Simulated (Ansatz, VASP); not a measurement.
**Al2O3: VASP beside Ansatz**

The input INCAR:

```
PREC = Accurate ; ENCUT = 520
EDIFF = 1E-6 ; ISMEAR = 0
SIGMA = 0.05 ; LREAL = F
LASPH = T ; NELM = 80
ALGO = Normal ; ISIF = 2
LWAVE = F ; LCHARG = T
GGA = CA ; LELF = T
LVHAR = T ; NBANDS = 20
```

File KPOINTS:

```
regular mesh
0
Gamma
  12 12 4
```

The input POSCAR:

```
Al2O3
1.0
    2.8843249483      0.0000000000      0.0000000000
   -1.4421624742      2.4978986780      0.0000000000
    0.0000000000      0.0000000000      9.4768057769
Al O
2 3
Direct
    0.0000000000      0.0000000000      0.1499923300
    0.0000000000      0.0000000000      0.8500076700
    0.3333333333      0.6666666667      0.2223169200
    0.6666666667      0.3333333333      0.0000000000
    0.3333333333      0.6666666667      0.7776830800
```

Input for Ansatz:

```yaml
crystal:
  lattice:
    - [2.8843249483, 0.0, 0.0]
    - [-1.4421624742, 2.497898678, 0.0]
    - [0.0, 0.0, 9.4768057769]
  atoms:
    - { symbol: Al, position: [0.0, 0.0, 0.14999233] }
    - { symbol: Al, position: [0.0, 0.0, 0.85000767] }
    - { symbol: O, position: [0.3333333333, 0.6666666667, 0.22231692] }
    - { symbol: O, position: [0.6666666667, 0.3333333333, 0.0] }
    - { symbol: O, position: [0.3333333333, 0.6666666667, 0.77768308] }
basis:
  ecutwfc: 420
kpoints:
  mp_grid: { grid: [12, 12, 4] }
hamiltonian:
  xc: lda
scf:
  occupations: { method: gaussian, width: 0.05 }
output:
  forces: true
  stress: true
  eigenvalues: true
  write_density: true
  write_potential: true
  elf: true
  volumetric_format: npy
```

Change from the starting cell: strain +0.000 along x and y, +0.015 along z, atoms carried along.

Alike in both runs: task single point; functional LDA; k mesh 12 × 12 × 4; occupations gaussian, width 0.05 eV; no spin polarisation.

|  | VASP | Ansatz |
| --- | --- | --- |
| version | VASP 6.6.1 | Ansatz 0.2.0 |
| potentials or method | VASP PAW LDA potentials, release 64 (Al, O), cutoff 520 eV | scalar-relativistic, plane waves, PAW |
| valence electrons in the cell | 24 | 24 |

|  | VASP | Ansatz | Ansatz less VASP |
| --- | --- | --- | --- |
| gap on the k mesh at the Fermi level (eV) | 4.75 | 4.77 | +0.019 |
| least direct gap on the mesh (eV) | 4.99 | 5.01 | +0.015 |
| pressure (GPa) | -7.6 | -8.2 | -0.56 |
| traceless stress, the component that is largest in VASP (GPa) | -0.27 | 0.21 | +0.483 |
| rms of the force components (eV/Å) | 0.256 | 0.265 | +0.0090 |

LDA's correlation is that of Perdew and Zunger in VASP and of Perdew and Wang (1992) in Ansatz. Atom by atom the forces differ by 0.010 eV/Å (rms over components). Ansatz's warnings: xc potential rough in thin density.
